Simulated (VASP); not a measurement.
A run of VASP 6.6.1 is set up as follows.

File INCAR:

```
  ALGO = Normal
  EDIFF = 1E-6
  ENCUT = 520
  GGA = PS
  ISIF = 2
  ISMEAR = 0
  LASPH = T
  LCHARG = F
  LREAL = F
  LWAVE = F
  NBANDS = 64
  NELM = 60
  PREC = Accurate
  SIGMA = 0.05
```

Contents of KPOINTS:

```
k-points
0
Gamma
  6 6 6
```

POSCAR

```
SnO2
1.0
    3.1227332515      1.8029108834      4.2937758564
   -3.1227332515      1.8029108834      4.2937758564
    0.0000000000     -3.6058217667      4.2937758564
Sn O
4 8
Direct
    0.8646807174      0.8646807174      0.8646807174
    0.3648245829      0.3648245829      0.8648190111
    0.3648245829      0.8648190111      0.3648245829
    0.8648190111      0.3648245829      0.3648245829
    0.1235003534      0.6233501671      0.6233501671
    0.6233501671      0.1235003534      0.6233501671
    0.6233501671      0.6233501671      0.1235003534
    0.6062113146      0.6062113146      0.6062113146
    0.1234715296      0.1234715296      0.1234715296
    0.1060883083      0.1060883083      0.6062369573
    0.1060883083      0.6062369573      0.1060883083
    0.6062369573      0.1060883083      0.1060883083
```

Potentials or basis: VASP PAW PBE potentials, release 64 (Sn_d, O).

Run with:

```sh
$ cat potpaw_PBE.64/Sn_d/POTCAR potpaw_PBE.64/O/POTCAR > POTCAR
$ mpirun -np 1 vasp_std > vasp.out
```

Question: Estimate the band gap on the k mesh.

Answer: 2.41 eV.

Question: Predict the largest force.

Answer: 1.117 eV/Å.

Question: Estimate the pressure.

Answer: 18.0 GPa.

Forces on the atoms (eV/Å):
```
Sn   0.000  0.000  0.000
Sn   0.000  0.000  0.000
Sn   0.000  0.000  0.000
Sn   0.000  0.000  0.000
O    0.000  0.000 -1.114
O    0.000  0.000 -1.114
O    0.000  0.000 -1.114
O    0.000  0.000  1.113
O    0.000  0.000 -1.117
O    0.000  0.000  1.115
O    0.000  0.000  1.115
O    0.000  0.000  1.115
```

Caveat: the PAW data sets were made with another functional, which shifts forces and pressure a little; spin-orbit coupling is left out, which moves the levels of the heavy elements.
